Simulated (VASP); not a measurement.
# MgB in VASP: notebook

Aim: see how the results for MgB move with the level of theory and the settings. Levels: PBE, r2SCAN+rVV10. Tasks: single point, relaxation of cell and atoms.

Program: VASP 6.6.1. These are calculated values, not measurements. Logs are shortened: lines on timing, memory, paths and dates and some standing lists are left out, and cuts for length are marked.

### Step 1. The cell of the first run

It takes space group P4/mmm (No. 123, tetragonal). Conventional cell: a = 2.924 Å, b = 2.924 Å, c = 2.895 Å, α = 90.00°, β = 90.00°, γ = 90.00°. Within 3.3 Å of Mg (site symmetry 4/mmm) lie 8 B at 2.52 Å and 6 Mg at 2.90 to 2.92 Å. Within 3.3 Å of B (site symmetry 4/mmm) lie 8 Mg at 2.52 Å and 6 B at 2.90 to 2.92 Å.

### Step 2. Single point, PBE

INCAR reads:

```
SYSTEM = MgB
PREC = Accurate ; ENCUT = 520
EDIFF = 1E-7 ; ISMEAR = -1
SIGMA = 0.05 ; LREAL = .False.
LASPH = .True. ; NELM = 80
ALGO = Normal ; ISIF = 2
LWAVE = .False. ; LCHARG = .False.
GGA = PE ; NBANDS = 10
```

KPOINTS reads:

```
Automatic mesh
0
Gamma
  8 8 8
  0 0 0
```

POSCAR reads:

```
MgB
1.0
    2.9241015000      0.0000000000      0.0000000000
    0.0000000000      2.9241015000      0.0000000000
    0.0000000000      0.0000000000      2.8951500000
Mg B
1 1
Direct
    0.0000000000      0.0000000000      0.0000000000
    0.5000000000      0.5000000000      0.5000000000
```

Potentials or basis: VASP PAW PBE potentials, release 64 (Mg, B).

The run is started by

```console
$ cat potpaw_PBE.64/Mg/POTCAR potpaw_PBE.64/B/POTCAR > POTCAR
$ mpirun -np 1 vasp_std > vasp.out
```

OUTCAR:

```text
SYSTEM = MgB
   PREC = Accurate
   ENCUT = 520
   EDIFF = 1E-7
   ISMEAR = -1
   LREAL = .False.
   LASPH = .True.
   NELM = 80
   ISIF = 2
   GGA = PE

 ion  position               nearest neighbor table
   1  0.000  0.000  0.000-   2 2.52   2 2.52   2 2.52   2 2.52   2 2.52   2 2.52   2 2.52   2 2.52

   2  0.500  0.500  0.500-   1 2.52   1 2.52   1 2.52   1 2.52   1 2.52   1 2.52   1 2.52   1 2.52

  LATTYP: Found a simple tetragonal cell.
 ALAT       =     2.9241015000
 C/A-ratio  =     0.9900990099

  Lattice vectors:

 A1 = (   2.9241015000,   0.0000000000,   0.0000000000)
 A2 = (   0.0000000000,   2.9241015000,   0.0000000000)
 A3 = (   0.0000000000,   0.0000000000,   2.8951500000)

Analysis of symmetry for initial positions (statically):
=====================================================================
 Subroutine PRICEL returns:
 Original cell was already a primitive cell.

 Routine SETGRP: Setting up the symmetry group for a
 simple tetragonal supercell.

 Subroutine GETGRP returns: Found 16 space group operations
 (whereof 16 operations were pure point group operations)
 out of a pool of 16 trial point group operations.

The static configuration has the point symmetry D_4h.

Analysis of symmetry for dynamics (positions and initial velocities):
=====================================================================
 Subroutine PRICEL returns:
 Original cell was already a primitive cell.

 Routine SETGRP: Setting up the symmetry group for a
 simple tetragonal supercell.

 Subroutine GETGRP returns: Found 16 space group operations
 (whereof 16 operations were pure point group operations)
 out of a pool of 16 trial point group operations.

The dynamic configuration has the point symmetry D_4h.

 Subroutine INISYM returns: Found 16 space group operations
 (whereof 16 operations are pure point group operations),
 and found     1 'primitive' translations

----------------------------------------------------------------------------------------

                                     Primitive cell

  volume of cell :      24.7546

  direct lattice vectors                    reciprocal lattice vectors
     2.924101500  0.000000000  0.000000000     0.341985393  0.000000000  0.000000000
     0.000000000  2.924101500  0.000000000     0.000000000  0.341985393  0.000000000
     0.000000000  0.000000000  2.895150000     0.000000000  0.000000000  0.345405247

  length of vectors
     2.924101500  2.924101500  2.895150000     0.341985393  0.341985393  0.345405247

[... 82 lines left out ...]
   EDIFFG = 0.1E-05   stopping-criterion for IOM
   NSW    =      0    number of steps for IOM
   IBRION =     -1    ionic relax: 0-MD 1-quasi-New 2-CG
   NFREE  =      0    steps in history (QN), initial steepest desc. (CG)
   ISIF   =      2    stress and relaxation
   ISYM   =      2    0-nonsym 1-usesym 2-fastsym
   POTIM  = 0.5000    time-step for ionic-motion
   TEBEG  =    0.0;   TEEND  =   0.0 temperature during run
   PSTRESS=    0.0 pullay stress
   NELECT =       5.0000    total number of electrons
   NUPDOWN=      -1.0000    fix difference up-down
   EMIN   =  10.00;   EMAX   =-10.00  energy-range for DOS
   EFERMI =   0.00;   METHOD = LEGACY
   ISMEAR =    -1;   SIGMA  =   0.05  broadening in eV -4-tet -1-fermi 0-gaus
   EFERMI_NEDOS =   21; number of points for ismear=-14 and -15
   IALGO  =     38    algorithm
   IMIX   =      4    mixing-type and parameters
     AMIX     =   0.40;   BMIX     =  1.00
     AMIX_MAG =   1.60;   BMIX_MAG =  1.00
  volume/ion in A,a.u.               =      12.38        83.53
  Fermi-wavevector in a.u.,A,eV,Ry     =   0.960534  1.815146 12.553089  0.922626
  Thomas-Fermi vector in A             =   2.089827
   LORBIT       =      0    0 simple, 1 ext, 2 COOP (PROOUT), +10 PAW based schemes
   GGA     = PE    functional components
   LHFCALC =     F    Hartree Fock is set to
   AEXX    =    0.0000 exact exchange contribution
   IVDW    =     0    specifies the selected vdW correction
   LEPSILON=     F    determine dielectric tensor
   LRPA    =     F    only Hartree local field effects (RPA)
 non-spin polarized calculation
  energy-cutoff  :      520.00
  volume of cell :       24.75
 maximum number of plane-waves:       691
 NGX is ok and might be reduce to    24
   NGX = 11   NGY = 11   NGZ = 11

 number of electron       5.0000000 magnetization

 Free energy of the ion-electron system (eV)
  ---------------------------------------------------
  ext. energy  EPLUGINS =         0.00000000
  ---------------------------------------------------
  free energy    TOTEN  =        -6.59661002 eV

  energy without entropy =       -6.58845749  energy(sigma->0) =       -6.59253375

 E-fermi :   4.5034     XC(G=0): -10.2836

 val. band max:        4.4894845986   @ k =   0.3750   0.1250   0.2500
 cond. band min:       4.5698072555   @ k =   0.2500   0.2500   0.3750
 fundamental gap:      0.0803226569
 Fermi energy:         4.5033794491

 k-point     1 :       0.0000    0.0000    0.0000
  band No.  band energies     occupation
      1      -6.1743      2.00000
      2       6.8600      0.00000
      3       6.8600      0.00000
      4       7.0886      0.00000
      5      11.3847      0.00000
      6      11.5205      0.00000
      7      13.1627      0.00000
      8      22.2806      0.00000
      9      22.2806      0.00000
     10      22.4433      0.00000
[... 287 lines left out ...]
 k-point    24 :       0.5000    0.1250    0.1250
  band No.  band energies     occupation
      1      -2.7183      2.00000
      2      -0.7301      2.00000
      3       6.8866      0.00000
      4       7.2980      0.00000
      5      12.5762      0.00000
      6      13.1178      0.00000
      7      15.7779      0.00000
      8      18.4618      0.00000
      9      19.6329      0.00000
     10      20.6093      0.00000

 [... further k-points ...]
[... 5 lines left out ...]
  --------------------------------------------------------------------------------------
  -------------------------------------------------------------------------------------
  Total       -0.2133060     -0.2133060     -0.1663878      0.0000000      0.0000000      0.0000000
  in kB      -13.8056744    -13.8056744    -10.7690191      0.0000000      0.0000000      0.0000000
  external PRESSURE =     -12.7934560 kB  Pullay stress =       0.0000000 kB

 VOLUME and BASIS-vectors are now :
 -----------------------------------------------------------------------------
  energy-cutoff  :      520.00
  volume of cell :       24.75
      direct lattice vectors                 reciprocal lattice vectors
     2.924101500  0.000000000  0.000000000     0.341985393  0.000000000  0.000000000
     0.000000000  2.924101500  0.000000000     0.000000000  0.341985393  0.000000000
     0.000000000  0.000000000  2.895150000     0.000000000  0.000000000  0.345405247

 POSITION                                       TOTAL-FORCE (eV/Angst)
 -----------------------------------------------------------------------------------
      0.00000      0.00000      0.00000         0.000000      0.000000      0.000000
      1.46205      1.46205      1.44758         0.000000      0.000000      0.000000
 -----------------------------------------------------------------------------------
    total drift:                                0.000000     -0.000000     -0.000000

  FREE ENERGIE OF THE ION-ELECTRON SYSTEM (eV)
  ---------------------------------------------------
  free  energy   TOTEN  =        -6.5966100165 eV

  energy  without entropy=       -6.5884574870  energy(sigma->0) =       -6.59253375
```

OSZICAR:

```text
N       E                     dE             d eps       ncg     rms          rms(c)
DAV:   1     0.112177399597E+01    0.11218E+01   -0.19704E+03  1572   0.345E+02
DAV:   2    -0.661742410843E+01   -0.77392E+01   -0.74982E+01  1856   0.562E+01
DAV:   3    -0.679249116728E+01   -0.17507E+00   -0.17233E+00  1874   0.701E+00
DAV:   4    -0.679287710735E+01   -0.38594E-03   -0.38591E-03  1852   0.354E-01
DAV:   5    -0.679287847628E+01   -0.13689E-05   -0.13690E-05  1760   0.206E-02    0.180E+00
DAV:   6    -0.663917904846E+01    0.15370E+00   -0.19346E-01  1604   0.164E+00    0.955E-01
DAV:   7    -0.659857565661E+01    0.40603E-01   -0.11641E-01  1656   0.129E+00    0.329E-01
DAV:   8    -0.659660971759E+01    0.19659E-02   -0.28038E-03  1706   0.403E-01    0.326E-02
DAV:   9    -0.659660928192E+01    0.43567E-06   -0.77756E-06  1898   0.184E-02    0.192E-02
DAV:  10    -0.659661012826E+01   -0.84635E-06   -0.77172E-07  1830   0.451E-03    0.108E-03
DAV:  11    -0.659661002689E+01    0.10137E-06   -0.31733E-08  1018   0.111E-03    0.250E-04
DAV:  12    -0.659661001646E+01    0.10426E-07   -0.13286E-09   896   0.264E-04
   1 F= -.65966100E+01 E0= -.65925338E+01  d E =-.815253E-02
```

Run time: 5.8 s. Hardware: 1 thread of Intel Xeon 6975P-C, shared host; peak memory 0.15 GiB.

What came out:

```yaml
Free_energy: -6.5966 eV
Pressure: -1.3 GPa
```

### Step 3. Single point, PBE

This run uses another cell than the first one, of 12.62 Å³/atom, 1.020 times its volume.

INCAR reads:

```
SYSTEM = MgB
PREC     = Accurate       ! precision mode
ENCUT    = 520            ! plane-wave cutoff, eV
EDIFF    = 1E-6           ! SCF threshold, eV
ISMEAR   = -1             ! smearing method
SIGMA    = 0.05           ! smearing width, eV
LREAL    = .False.        ! projectors in reciprocal space
LASPH    = .True.         ! aspherical terms in the spheres
NELM     = 100            ! most SCF steps
ALGO     = Normal         ! electronic algorithm
ISIF     = 2              ! what is computed and relaxed
LWAVE    = .False.        ! write WAVECAR
LCHARG   = .False.        ! write CHGCAR
GGA      = PE             ! functional
NBANDS   = 10             ! bands
```

KPOINTS is that of step 2.

POSCAR reads:

```
MgB
1.0
    2.9530530000      0.0000000000      0.0000000000
    0.0000000000      2.9530530000      0.0000000000
    0.0000000000      0.0000000000      2.8951500000
Mg B
1 1
Direct
    0.0000000000      0.0000000000      0.0000000000
    0.5000000000      0.5000000000      0.5000000000
```

Potentials or basis: VASP PAW PBE potentials, release 64 (Mg, B).

The run is started by

```console
$ cat potpaw_PBE.64/Mg/POTCAR potpaw_PBE.64/B/POTCAR > POTCAR
$ mpirun -np 1 vasp_std > vasp.out
```

OUTCAR:

```text
SYSTEM = MgB
   PREC = Accurate
   ENCUT = 520
   EDIFF = 1E-6
   ISMEAR = -1
   LREAL = .False.
   LASPH = .True.
   NELM = 100
   ISIF = 2
   GGA = PE

 ion  position               nearest neighbor table
   1  0.000  0.000  0.000-   2 2.54   2 2.54   2 2.54   2 2.54   2 2.54   2 2.54   2 2.54   2 2.54

   2  0.500  0.500  0.500-   1 2.54   1 2.54   1 2.54   1 2.54   1 2.54   1 2.54   1 2.54   1 2.54

  LATTYP: Found a simple tetragonal cell.
 ALAT       =     2.9530530000
[... 503 lines left out ...]
------------------------ aborting loop because EDIFF is reached ----------------------------------------

  FORCE on cell =-STRESS in cart. coord.  units (eV):
  Direction    XX          YY          ZZ          XY          YZ          ZX
  --------------------------------------------------------------------------------------
  -------------------------------------------------------------------------------------
  Total       -0.4589702     -0.4589702     -0.3727374      0.0000000      0.0000000     -0.0000000
  in kB      -29.1260427    -29.1260427    -23.6537477      0.0000000      0.0000000     -0.0000000
  external PRESSURE =     -27.3019444 kB  Pullay stress =       0.0000000 kB

 VOLUME and BASIS-vectors are now :
 -----------------------------------------------------------------------------
  energy-cutoff  :      520.00
  volume of cell :       25.25
      direct lattice vectors                 reciprocal lattice vectors
     2.953053000  0.000000000  0.000000000     0.338632595  0.000000000  0.000000000
     0.000000000  2.953053000  0.000000000     0.000000000  0.338632595  0.000000000
     0.000000000  0.000000000  2.895150000     0.000000000  0.000000000  0.345405247

 POSITION                                       TOTAL-FORCE (eV/Angst)
 -----------------------------------------------------------------------------------
      0.00000      0.00000      0.00000         0.000000      0.000000      0.000000
      1.47653      1.47653      1.44758         0.000000      0.000000      0.000000
 -----------------------------------------------------------------------------------
    total drift:                                0.000000     -0.000000     -0.000000

  FREE ENERGIE OF THE ION-ELECTRON SYSTEM (eV)
  ---------------------------------------------------
  free  energy   TOTEN  =        -6.5900521914 eV

  energy  without entropy=       -6.5819289695  energy(sigma->0) =       -6.58599058
```

stdout:

```text
POSCAR found type information on POSCAR MgB
 POSCAR found :  2 types and       2 ions
 scaLAPACK will be used
 LDA part: xc-table for (Slater+PW92), standard interpolation
 POSCAR, INCAR and KPOINTS ok, starting setup
 FFT: planning ... GRIDC
 FFT: planning ... GRID_SOFT
 FFT: planning ... GRID
 WAVECAR not read
 entering main loop
```

Run time: 5.8 s. Hardware: 1 thread of Intel Xeon 6975P-C, shared host; peak memory 0.15 GiB.

Results:

* Free energy: -6.5901 eV
* Pressure: -2.7 GPa

Levels at points of the mesh, in eV from the Fermi level:
| k point | band 1 | band 2 | band 3 | band 4 | band 5 | band 6 |
| --- | --- | --- | --- | --- | --- | --- |
| (0.00, 0.00, 0.00) | -10.57 | 2.24 | 2.24 | 2.68 | 6.77 | 6.98 |
| (0.50, 0.00, 0.00) | -7.62 | -5.66 | 3.35 | 3.75 | 10.12 | 10.56 |
| (0.50, 0.50, 0.00) | -4.96 | -3.29 | -3.29 | 1.43 | 4.94 | 12.65 |
| (0.00, 0.00, 0.50) | -7.45 | -5.55 | 3.45 | 3.45 | 9.92 | 10.66 |
| (0.50, 0.00, 0.50) | -4.78 | -3.22 | -3.16 | 1.64 | 4.69 | 12.22 |
| (0.50, 0.50, 0.50) | -1.96 | -1.32 | -1.23 | -1.23 | 3.80 | 3.88 |

(Continued in part 2 of 2.)
